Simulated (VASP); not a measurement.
# SrTiO3 (Pm-3m) in VASP: further runs, part 2 of 2

VASP 6.6.1.

**3. Single point, PBE**

This run uses another cell than the first one, of 11.91 Å³/atom, 1.007 times its volume.

Contents of INCAR:

```
PREC = Accurate ; ENCUT = 520
EDIFF = 1E-7 ; ISMEAR = 0
SIGMA = 0.02 ; LREAL = False
LASPH = True ; NELM = 60
ALGO = Normal ; ISIF = 2
LWAVE = False ; LCHARG = True
GGA = PE ; LELF = True
LVHAR = True ; NBANDS = 28
```

Contents of KPOINTS:

```
Automatic mesh
0
Gamma
  8 8 8
```

Contents of POSCAR:

```
SrTiO3
1.0
    3.9052800000      0.0000000000      0.0000000000
    0.0000000000      3.9052800000      0.0000000000
    0.0000000000      0.0000000000      3.9052800000
Sr Ti O
1 1 3
Direct
    0.5000000000      0.5000000000      0.5000000000
    0.0000000000      0.0000000000      0.0000000000
    0.5000000000      0.0000000000      0.0000000000
    0.0000000000      0.5000000000      0.0000000000
    0.0000000000      0.0000000000      0.5000000000
```

Potentials or basis: VASP PAW PBE potentials, release 64 (Sr_sv, Ti_sv, O).

Command:

```
> cat potpaw_PBE.64/Sr_sv/POTCAR potpaw_PBE.64/Ti_sv/POTCAR potpaw_PBE.64/O/POTCAR > POTCAR
> mpirun -np 1 vasp_std > vasp.out
```

OUTCAR:

```text
PREC = Accurate
   ENCUT = 520
   EDIFF = 1E-7
   ISMEAR = 0
   LREAL = False
   LASPH = True
   NELM = 60
   ISIF = 2
   GGA = PE

 ion  position               nearest neighbor table
   1  0.500  0.500  0.500-   3 2.76   4 2.76   5 2.76   3 2.76   4 2.76   3 2.76   5 2.76   3 2.76
                             4 2.76   5 2.76   4 2.76   5 2.76   2 3.38   2 3.38   2 3.38   2 3.38
   2  0.000  0.000  0.000-   3 1.95   4 1.95   5 1.95   5 1.95   4 1.95   3 1.95   1 3.38   1 3.38
                             1 3.38   1 3.38   1 3.38   1 3.38   1 3.38   1 3.38
   3  0.500  0.000  0.000-   2 1.95   2 1.95   1 2.76   1 2.76   1 2.76   1 2.76
   4  0.000  0.500  0.000-   2 1.95   2 1.95   1 2.76   1 2.76   1 2.76   1 2.76
   5  0.000  0.000  0.500-   2 1.95   2 1.95   1 2.76   1 2.76   1 2.76   1 2.76

  LATTYP: Found a simple cubic cell.
 ALAT       =     3.9052800000

  Lattice vectors:

 A1 = (   3.9052800000,   0.0000000000,   0.0000000000)
 A2 = (   0.0000000000,   3.9052800000,   0.0000000000)
 A3 = (   0.0000000000,   0.0000000000,   3.9052800000)

Analysis of symmetry for initial positions (statically):
=====================================================================
 Subroutine PRICEL returns:
 Original cell was already a primitive cell.

 Routine SETGRP: Setting up the symmetry group for a
 simple cubic supercell.

 Subroutine GETGRP returns: Found 48 space group operations
 (whereof 48 operations were pure point group operations)
 out of a pool of 48 trial point group operations.

The static configuration has the point symmetry O_h .

Analysis of symmetry for dynamics (positions and initial velocities):
=====================================================================
 Subroutine PRICEL returns:
 Original cell was already a primitive cell.

 Routine SETGRP: Setting up the symmetry group for a
 simple cubic supercell.

 Subroutine GETGRP returns: Found 48 space group operations
 (whereof 48 operations were pure point group operations)
 out of a pool of 48 trial point group operations.

The dynamic configuration has the point symmetry O_h .

 Subroutine INISYM returns: Found 48 space group operations
 (whereof 48 operations are pure point group operations),
 and found     1 'primitive' translations

----------------------------------------------------------------------------------------

                                     Primitive cell

  volume of cell :      59.5603

  direct lattice vectors                    reciprocal lattice vectors
     3.905280000  0.000000000  0.000000000     0.256063586  0.000000000  0.000000000
     0.000000000  3.905280000  0.000000000     0.000000000  0.256063586  0.000000000
     0.000000000  0.000000000  3.905280000     0.000000000  0.000000000  0.256063586

  length of vectors
     3.905280000  3.905280000  3.905280000     0.256063586  0.256063586  0.256063586

  position of ions in fractional coordinates (direct lattice)
     0.500000000  0.500000000  0.500000000
     0.000000000  0.000000000  0.000000000
     0.500000000  0.000000000  0.000000000
     0.000000000  0.500000000  0.000000000
     0.000000000  0.000000000  0.500000000

  ion indices of the primitive-cell ions
   primitive index   ion index
                 1           1
                 2           2
                 3           3
[... 23 lines left out ...]

 Subroutine IBZKPT returns following result:
 ===========================================

 Found     35 irreducible k-points:

 Following reciprocal coordinates:
            Coordinates               Weight
  0.000000  0.000000  0.000000      1.000000
  0.125000  0.000000  0.000000      6.000000
  0.250000  0.000000  0.000000      6.000000
  0.375000  0.000000  0.000000      6.000000
  0.500000  0.000000  0.000000      3.000000
  0.125000  0.125000  0.000000     12.000000
[... 16 lines left out ...]
  0.375000  0.375000  0.125000     24.000000
  0.500000  0.375000  0.125000     24.000000
 [... further k-points ...]
   k-points           NKPTS =     35   k-points in BZ     NKDIM =     35   number of bands    NBANDS=     28
   number of dos      NEDOS =    301   number of ions     NIONS =      5
   total plane-waves  NPLWV =  27000
   dimension x,y,z NGX =    30 NGY =   30 NGZ =   30
   dimension x,y,z NGXF=    60 NGYF=   60 NGZF=   60
   ions per type =               1   1   3
   NGX,Y,Z   is equivalent  to a cutoff of  12.77, 12.77, 12.77 a.u.
   NGXF,Y,Z  is equivalent  to a cutoff of  25.54, 25.54, 25.54 a.u.
 SYSTEM =  unknown system
   PREC   = accura    normal or accurate (medium, high low for compatibility)
   ISTART =      0    job   : 0-new  1-cont  2-samecut
   ICHARG =      2    charge: 1-file 2-atom 10-const
   ISPIN  =      1    spin polarized calculation?
   LNONCOLLINEAR =      F non collinear calculations
   LSORBIT =      F    spin-orbit coupling
   LASPH  =      T    aspherical Exc in radial PAW
   ENCUT  =  520.0 eV  38.22 Ry    6.18 a.u.   7.26  7.26  7.26*2*pi/ulx,y,z
   NELM   =     60;   NELMIN=  2; NELMDL= -5     # of ELM steps
   EDIFF  = 0.1E-06   stopping-criterion for ELM
   LREAL  =      F    real-space projection
   EDIFFG = 0.1E-05   stopping-criterion for IOM
   NSW    =      0    number of steps for IOM
   IBRION =     -1    ionic relax: 0-MD 1-quasi-New 2-CG
   NFREE  =      0    steps in history (QN), initial steepest desc. (CG)
   ISIF   =      2    stress and relaxation
   ISYM   =      2    0-nonsym 1-usesym 2-fastsym
   POTIM  = 0.5000    time-step for ionic-motion
   TEBEG  =    0.0;   TEEND  =   0.0 temperature during run
   PSTRESS=    0.0 pullay stress
   NELECT =      40.0000    total number of electrons
   NUPDOWN=      -1.0000    fix difference up-down
   EMIN   =  10.00;   EMAX   =-10.00  energy-range for DOS
   EFERMI =   0.00;   METHOD = LEGACY
   ISMEAR =     0;   SIGMA  =   0.02  broadening in eV -4-tet -1-fermi 0-gaus
   EFERMI_NEDOS =   21; number of points for ismear=-14 and -15
   IALGO  =     38    algorithm
   IMIX   =      4    mixing-type and parameters
     AMIX     =   0.40;   BMIX     =  1.00
     AMIX_MAG =   1.60;   BMIX_MAG =  1.00
  volume/ion in A,a.u.               =      11.91        80.39
  Fermi-wavevector in a.u.,A,eV,Ry     =   1.433648  2.709203 27.964703  2.055348
  Thomas-Fermi vector in A             =   2.553143
   LORBIT       =      0    0 simple, 1 ext, 2 COOP (PROOUT), +10 PAW based schemes
   GGA     = PE    functional components
   LHFCALC =     F    Hartree Fock is set to
   AEXX    =    0.0000 exact exchange contribution
   IVDW    =     0    specifies the selected vdW correction
   LEPSILON=     F    determine dielectric tensor
   LRPA    =     F    only Hartree local field effects (RPA)
 non-spin polarized calculation
 Gauss-broadening in eV      SIGMA  =   0.02
  energy-cutoff  :      520.00
  volume of cell :       59.56
 maximum number of plane-waves:      1628
 NGX is ok and might be reduce to    30
   NGX = 15   NGY = 15   NGZ = 15

 number of electron      40.0000005 magnetization

 Free energy of the ion-electron system (eV)
  ---------------------------------------------------
  ext. energy  EPLUGINS =         0.00000000
  ---------------------------------------------------
  free energy    TOTEN  =       -40.07707819 eV

  energy without entropy =      -40.07707819  energy(sigma->0) =      -40.07707819

 E-fermi :   4.2461     XC(G=0): -11.2698

 val. band max:        4.1635228472   @ k =   0.5000   0.5000   0.5000
 cond. band min:       6.0194731107   @ k =   0.0000   0.0000   0.0000
 fundamental gap:      1.8559502635
 Fermi energy:         4.2461143420

 k-point     1 :       0.0000    0.0000    0.0000
  band No.  band energies     occupation
      1     -52.3014      2.00000
      2     -28.6271      2.00000
      3     -28.5475      2.00000
      4     -28.5475      2.00000
      5     -28.5475      2.00000
      6     -13.2641      2.00000
[... 733 lines left out ...]
     27      12.4015      0.00000
     28      12.9108      0.00000

 [... further k-points ...]
[... 5 lines left out ...]
  --------------------------------------------------------------------------------------
  -------------------------------------------------------------------------------------
  Total        1.8343438      1.8343438      1.8343438      0.0000000     -0.0000000      0.0000000
  in kB       49.3440501     49.3440501     49.3440501      0.0000000     -0.0000000      0.0000000
  external PRESSURE =      49.3440501 kB  Pullay stress =       0.0000000 kB

 VOLUME and BASIS-vectors are now :
 -----------------------------------------------------------------------------
  energy-cutoff  :      520.00
  volume of cell :       59.56
      direct lattice vectors                 reciprocal lattice vectors
     3.905280000  0.000000000  0.000000000     0.256063586  0.000000000  0.000000000
     0.000000000  3.905280000  0.000000000     0.000000000  0.256063586  0.000000000
     0.000000000  0.000000000  3.905280000     0.000000000  0.000000000  0.256063586

 POSITION                                       TOTAL-FORCE (eV/Angst)
 -----------------------------------------------------------------------------------
      1.95264      1.95264      1.95264         0.000000      0.000000      0.000000
      0.00000      0.00000      0.00000         0.000000      0.000000      0.000000
      1.95264      0.00000      0.00000         0.000000      0.000000      0.000000
      0.00000      1.95264      0.00000         0.000000      0.000000      0.000000
      0.00000      0.00000      1.95264         0.000000      0.000000      0.000000
 -----------------------------------------------------------------------------------
    total drift:                                0.000000     -0.000000      0.000000

  FREE ENERGIE OF THE ION-ELECTRON SYSTEM (eV)
  ---------------------------------------------------
  free  energy   TOTEN  =       -40.0770781902 eV

  energy  without entropy=      -40.0770781902  energy(sigma->0) =      -40.07707819
```

Wall time 64 s (1 thread of Intel Xeon Platinum 8259CL at 2.50GHz (Skylake/Cascade Lake), shared host); peak memory 0.21 GiB.

What came out:

| Quantity | Value |
| --- | --- |
| Free energy | -40.0771 eV |
| Pressure | 4.9 GPa |
| Band gap on the k mesh | 1.86 eV, indirect (least direct gap 2.21 eV) |

A k mesh can miss the band edges.

**4. Single point, PBE**

This run uses another cell than the first one, of 12.20 Å³/atom, 1.031 times its volume.

Contents of INCAR:

```
SYSTEM = SrTiO3
PREC = Accurate
ENCUT = 520
EDIFF = 1E-6
ISMEAR = 0
SIGMA = 0.02
LREAL = .FALSE.
LASPH = .TRUE.
NELM = 100
ALGO = Normal
ISIF = 2
LWAVE = .FALSE.
LCHARG = .FALSE.
GGA = PE
NBANDS = 28
```

Contents of KPOINTS:

```
Automatic mesh
0
G
  8 8 8
  0 0 0
```

POSCAR: that of step 3 with these lines changed.

```diff
@@ -2,5 +2,5 @@
 1.0
-    3.9052800000      0.0000000000      0.0000000000
-    0.0000000000      3.9052800000      0.0000000000
-    0.0000000000      0.0000000000      3.9052800000
+    3.9364041186      0.0000000000      0.0000000000
+    0.0000000000      3.9364041186      0.0000000000
+    0.0000000000      0.0000000000      3.9364041186
 Sr Ti O
```

Potentials or basis: VASP PAW PBE potentials, release 64 (Sr_sv, Ti_sv, O).

Command:

```
> cat potpaw_PBE.64/Sr_sv/POTCAR potpaw_PBE.64/Ti_sv/POTCAR potpaw_PBE.64/O/POTCAR > POTCAR
> mpirun -np 1 vasp_std > vasp.out
```

OUTCAR:

```text
SYSTEM = SrTiO3
   PREC = Accurate
   ENCUT = 520
   EDIFF = 1E-6
   ISMEAR = 0
   LREAL = .FALSE.
   LASPH = .TRUE.
   NELM = 100
   ISIF = 2
   GGA = PE

 ion  position               nearest neighbor table
   1  0.500  0.500  0.500-   3 2.78   4 2.78   5 2.78   3 2.78   4 2.78   3 2.78   5 2.78   3 2.78
                             4 2.78   5 2.78   4 2.78   5 2.78   2 3.41   2 3.41   2 3.41   2 3.41
   2  0.000  0.000  0.000-   3 1.97   4 1.97   5 1.97   5 1.97   4 1.97   3 1.97   1 3.41   1 3.41
                             1 3.41   1 3.41   1 3.41   1 3.41   1 3.41   1 3.41
   3  0.500  0.000  0.000-   2 1.97   2 1.97   1 2.78   1 2.78   1 2.78   1 2.78
   4  0.000  0.500  0.000-   2 1.97   2 1.97   1 2.78   1 2.78   1 2.78   1 2.78
   5  0.000  0.000  0.500-   2 1.97   2 1.97   1 2.78   1 2.78   1 2.78   1 2.78

  LATTYP: Found a simple cubic cell.
 ALAT       =     3.9364041186

  Lattice vectors:

 A1 = (   3.9364041186,   0.0000000000,   0.0000000000)
 A2 = (   0.0000000000,   3.9364041186,   0.0000000000)
 A3 = (   0.0000000000,   0.0000000000,   3.9364041186)

Analysis of symmetry for initial positions (statically):
=====================================================================
 Subroutine PRICEL returns:
 Original cell was already a primitive cell.

 Routine SETGRP: Setting up the symmetry group for a
 simple cubic supercell.

 Subroutine GETGRP returns: Found 48 space group operations
 (whereof 48 operations were pure point group operations)
 out of a pool of 48 trial point group operations.

The static configuration has the point symmetry O_h .

Analysis of symmetry for dynamics (positions and initial velocities):
=====================================================================
 Subroutine PRICEL returns:
 Original cell was already a primitive cell.

 Routine SETGRP: Setting up the symmetry group for a
 simple cubic supercell.
[... 124 lines left out ...]
   EMIN   =  10.00;   EMAX   =-10.00  energy-range for DOS
   EFERMI =   0.00;   METHOD = LEGACY
   ISMEAR =     0;   SIGMA  =   0.02  broadening in eV -4-tet -1-fermi 0-gaus
   EFERMI_NEDOS =   21; number of points for ismear=-14 and -15
   IALGO  =     38    algorithm
   IMIX   =      4    mixing-type and parameters
     AMIX     =   0.40;   BMIX     =  1.00
     AMIX_MAG =   1.60;   BMIX_MAG =  1.00
  volume/ion in A,a.u.               =      12.20        82.32
  Fermi-wavevector in a.u.,A,eV,Ry     =   1.422313  2.687782 27.524232  2.022974
  Thomas-Fermi vector in A             =   2.543030
   LORBIT       =      0    0 simple, 1 ext, 2 COOP (PROOUT), +10 PAW based schemes
   GGA     = PE    functional components
   LHFCALC =     F    Hartree Fock is set to
   AEXX    =    0.0000 exact exchange contribution
   IVDW    =     0    specifies the selected vdW correction
   LEPSILON=     F    determine dielectric tensor
   LRPA    =     F    only Hartree local field effects (RPA)
 non-spin polarized calculation
 Gauss-broadening in eV      SIGMA  =   0.02
  energy-cutoff  :      520.00
  volume of cell :       61.00
 maximum number of plane-waves:      1671
 NGX is ok and might be reduce to    30
   NGX = 15   NGY = 15   NGZ = 15

 number of electron      39.9999990 magnetization

 Free energy of the ion-electron system (eV)
  ---------------------------------------------------
  ext. energy  EPLUGINS =         0.00000000
  ---------------------------------------------------
  free energy    TOTEN  =       -40.10326456 eV

  energy without entropy =      -40.10326456  energy(sigma->0) =      -40.10326456

 E-fermi :   4.1506     XC(G=0): -11.1445

 val. band max:        3.9706465244   @ k =   0.5000   0.5000   0.5000
 cond. band min:       5.7805468344   @ k =   0.0000   0.0000   0.0000
 fundamental gap:      1.8099003101
 Fermi energy:         4.1505893675

 k-point     1 :       0.0000    0.0000    0.0000
  band No.  band energies     occupation
      1     -52.5941      2.00000
      2     -28.8946      2.00000
      3     -28.8250      2.00000
      4     -28.8250      2.00000
      5     -28.8250      2.00000
      6     -13.3704      2.00000
[... 733 lines left out ...]
     27      12.0929      0.00000
     28      12.5841      0.00000

 [... further k-points ...]
[... 5 lines left out ...]
  --------------------------------------------------------------------------------------
  -------------------------------------------------------------------------------------
  Total        0.2444680      0.2444680      0.2444680     -0.0000000      0.0000000     -0.0000000
  in kB        6.4214581      6.4214581      6.4214581     -0.0000000      0.0000000     -0.0000000
  external PRESSURE =       6.4214581 kB  Pullay stress =       0.0000000 kB

 VOLUME and BASIS-vectors are now :
 -----------------------------------------------------------------------------
  energy-cutoff  :      520.00
  volume of cell :       61.00
      direct lattice vectors                 reciprocal lattice vectors
     3.936404119  0.000000000  0.000000000     0.254038958  0.000000000  0.000000000
     0.000000000  3.936404119  0.000000000     0.000000000  0.254038958  0.000000000
     0.000000000  0.000000000  3.936404119     0.000000000  0.000000000  0.254038958

 POSITION                                       TOTAL-FORCE (eV/Angst)
 -----------------------------------------------------------------------------------
      1.96820      1.96820      1.96820         0.000000      0.000000      0.000000
      0.00000      0.00000      0.00000         0.000000      0.000000      0.000000
      1.96820      0.00000      0.00000         0.000000      0.000000      0.000000
      0.00000      1.96820      0.00000         0.000000      0.000000      0.000000
      0.00000      0.00000      1.96820         0.000000      0.000000      0.000000
 -----------------------------------------------------------------------------------
    total drift:                                0.000000     -0.000000      0.000000

  FREE ENERGIE OF THE ION-ELECTRON SYSTEM (eV)
  ---------------------------------------------------
  free  energy   TOTEN  =       -40.1032645627 eV

  energy  without entropy=      -40.1032645627  energy(sigma->0) =      -40.10326456
```

OSZICAR:

```text
N       E                     dE             d eps       ncg     rms          rms(c)
DAV:   1     0.420667816438E+03    0.42067E+03   -0.20887E+04  1960   0.154E+03
DAV:   2    -0.911490844846E+01   -0.42978E+03   -0.41163E+03  2212   0.429E+02
DAV:   3    -0.482851550130E+02   -0.39170E+02   -0.38847E+02  2316   0.132E+02
DAV:   4    -0.504593350544E+02   -0.21742E+01   -0.21695E+01  3320   0.263E+01
DAV:   5    -0.504981900693E+02   -0.38855E-01   -0.38841E-01  2560   0.301E+00    0.258E+01
DAV:   6    -0.402024678697E+02    0.10296E+02   -0.54815E+01  2760   0.638E+01    0.141E+01
DAV:   7    -0.401944686924E+02    0.79992E-02   -0.82071E+00  2544   0.215E+01    0.105E+01
DAV:   8    -0.401469869804E+02    0.47482E-01   -0.13698E+00  2372   0.119E+01    0.311E+00
DAV:   9    -0.401188575815E+02    0.28129E-01   -0.29547E-01  2588   0.442E+00    0.130E+00
DAV:  10    -0.401071014034E+02    0.11756E-01   -0.95923E-02  2492   0.243E+00    0.600E-01
DAV:  11    -0.401033829268E+02    0.37185E-02   -0.18375E-02  3132   0.121E+00    0.156E-01
DAV:  12    -0.401033276598E+02    0.55267E-04   -0.12547E-03  2356   0.383E-01    0.145E-01
DAV:  13    -0.401032937383E+02    0.33921E-04   -0.19078E-04  3140   0.122E-01    0.582E-02
DAV:  14    -0.401032681500E+02    0.25588E-04   -0.39491E-04  2228   0.127E-01    0.324E-02
DAV:  15    -0.401032648010E+02    0.33491E-05   -0.77516E-05  2612   0.679E-02    0.171E-02
DAV:  16    -0.401032645627E+02    0.23825E-06   -0.32568E-06  1996   0.145E-02
   1 F= -.40103265E+02 E0= -.40103265E+02  d E =-.462161E-39
```

Run time: 60 s. Hardware: 1 thread of Intel Xeon Platinum 8259CL at 2.50GHz (Skylake/Cascade Lake), shared host; peak memory 0.21 GiB.

Results:

* Free energy: -40.1033 eV
* Pressure: 0.6 GPa
* Band gap on the k mesh: 1.81 eV, indirect (least direct gap 2.18 eV)

A k mesh can miss the band edges. PBE gaps usually lie below the measured ones, often by a third to a half.

**5. Overview**

```tsv
cell	gap on the mesh (eV)	pressure (GPa)
a = 3.897 Å, 5 atoms	1.87	6.2
a = 3.905 Å, 5 atoms	1.86	4.9
a = 3.936 Å, 5 atoms	1.81	0.6
```

Alike in all rows: task single point; level PBE; potentials or basis VASP PAW PBE potentials, release 64 (Sr_sv, Ti_sv, O); no spin polarisation; k mesh 8 × 8 × 8; cutoff (eV) 520; smearing gaussian 0.02 eV.

Absolute energies hang on the potentials; compare differences alone.
